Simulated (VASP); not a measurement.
Input of a VASP 6.6.1 run:

File INCAR:

```
SYSTEM = Ti5C4
PREC = Accurate
ENCUT = 520
EDIFF = 1E-6
ISMEAR = 0
SIGMA = 0.1
LREAL = .False.
LASPH = .True.
NELM = 60
ALGO = Normal
ISIF = 2
LWAVE = .False.
LCHARG = .True.
LDIPOL = .True.
IDIPOL = 3
DIPOL = 0.5 0.5 0.500
GGA = PS
LELF = .True.
LVHAR = .True.
LVACPOTAV = .True.
NBANDS = 48
```

KPOINTS

```
Automatic mesh
0
Gamma
  12 12 1
  0 0 0
```

POSCAR

```
Ti5C4
1.0
    3.0358717026      0.0000000000      0.0000000000
   -1.5179358513      2.6291420171      0.0000000000
    0.0000000000      0.0000000000     24.9151154613
Ti C
5 4
Direct
    0.6666666667      0.3333333333      0.3010220848
    0.3333333333      0.6666666667      0.4005110424
    0.0000000000      0.0000000000      0.5000000000
    0.6666666667      0.3333333333      0.5994889576
    0.3333333333      0.6666666667      0.6989779152
    0.0000000000      0.0000000000      0.3507665636
    0.6666666667      0.3333333333      0.4502555212
    0.3333333333      0.6666666667      0.5497444788
    0.0000000000      0.0000000000      0.6492334364
```

Potentials or basis: VASP PAW PBE potentials, release 64 (Ti_sv, C).

The run is started by

```console
$ cat potpaw_PBE.64/Ti_sv/POTCAR potpaw_PBE.64/C/POTCAR > POTCAR
$ mpirun -np 1 vasp_std > vasp.out
```

Question: What does it give for the largest force?

Answer: 2.134 eV/Å.

Question: Estimate the band gap on the k mesh.

Answer: Zero (band 38 reaches 2.64 eV, above the bottom of band 39 at 2.07 eV).

Forces on the atoms (eV/Å):
```
Ti   0.000  0.000  1.889
Ti   0.000  0.000  0.737
Ti   0.000  0.000  0.000
Ti   0.000  0.000 -0.737
Ti   0.000  0.000 -1.889
C    0.000  0.000 -2.134
C    0.000  0.000 -0.244
C    0.000  0.000  0.244
C    0.000  0.000  2.134
```

Caveat: the PAW data sets were made with another functional, which shifts forces and pressure a little.
